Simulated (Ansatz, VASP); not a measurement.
## One calculation of BeCdTeSe, two programs

```
Be Cd Te Se
1.0
     3.94709    0.00000    0.00000
     0.00000    3.94709    0.00000
     0.00000    0.00000    5.56777
Be Cd Te Se
1 1 1 1
Cartesian
  0.0000 0.0000 2.7839
  1.9735 1.9735 2.7839
  0.0000 0.0000 0.0000
  1.9735 1.9735 0.0000
```

Change from the starting cell: species swapped into the PrSmSeS type (P4/mmm, No. 123).

Alike in both runs: task relaxation of cell and atoms; functional PBE; k mesh 4 × 4 × 4; occupations gaussian, width 0.1 eV; no spin polarisation.

|  | VASP | Ansatz |
| --- | --- | --- |
| version | VASP 6.6.1 | Ansatz 0.2.0 |
| potentials or method | VASP PAW PBE potentials, release 64 (Be, Cd, Te, Se), cutoff 600 eV | scalar-relativistic, plane waves, PAW |
| valence electrons in the cell | 26 | 54 |

|  | VASP | Ansatz | Ansatz less VASP |
| --- | --- | --- | --- |
| gap on the k mesh at the Fermi level, each at its own relaxed structure (eV) | none | none | - |
| relaxed volume (Å³/atom) | 23.48 | 23.36 | -0.113 |
| relaxed cell length with the largest relative difference (Å) | 4.032 | 4.024 | -0.0079 |

A gap of «none» marks a metal or a gap that the smearing closes. VASP's potentials hold 26 valence electrons a cell and Ansatz's 54, so a difference there can come from the potentials and not from the codes.

The k mesh is coarse, so the values compare programs but aren't converged. Neither program's run includes spin-orbit coupling.
